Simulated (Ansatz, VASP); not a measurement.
## Two plane-wave programs on NaTiPt2

```
Na Ti Pt
1.0
     4.51750    0.00000    0.00000
     0.00000    4.51750    0.00000
     0.00000    0.00000    3.97095
Na Ti Pt
1 1 2
Cartesian
  0.0000 0.0000 1.9855
  2.2588 2.2588 0.0000
  0.0000 2.2588 1.9855
  2.2588 0.0000 1.9855
```

Alike in both runs: task relaxation of cell and atoms; functional PBE; k mesh 4 × 4 × 4; occupations gaussian, width 0.1 eV; no spin polarisation.

|  | VASP | Ansatz |
| --- | --- | --- |
| version | VASP 6.6.1 | Ansatz 0.2.0 |
| potentials or method | VASP PAW PBE potentials, release 64 (Na_pv, Ti_sv, Pt), cutoff 500 eV | scalar-relativistic, plane waves, PAW |
| valence electrons in the cell | 39 | 57 |

|  | VASP | Ansatz | Ansatz less VASP |
| --- | --- | --- | --- |
| gap on the k mesh at the Fermi level, each at its own relaxed structure (eV) | none | none | - |
| relaxed volume (Å³/atom) | 17.46 | 17.51 | +0.052 |
| relaxed length of the cell vector where the two differ most in proportion (Å) | 5.093 | 5.101 | +0.0073 |

A gap of «none» marks a metal or a gap that the smearing closes. VASP's potentials hold 39 valence electrons a cell and Ansatz's 57, so a difference there can come from the potentials and not from the codes.

The k mesh is coarse, so the values compare programs but aren't converged. Spin-orbit coupling is off throughout. Noted on VASP's run: too few bands were computed for a metal, which touches its energy and stress.
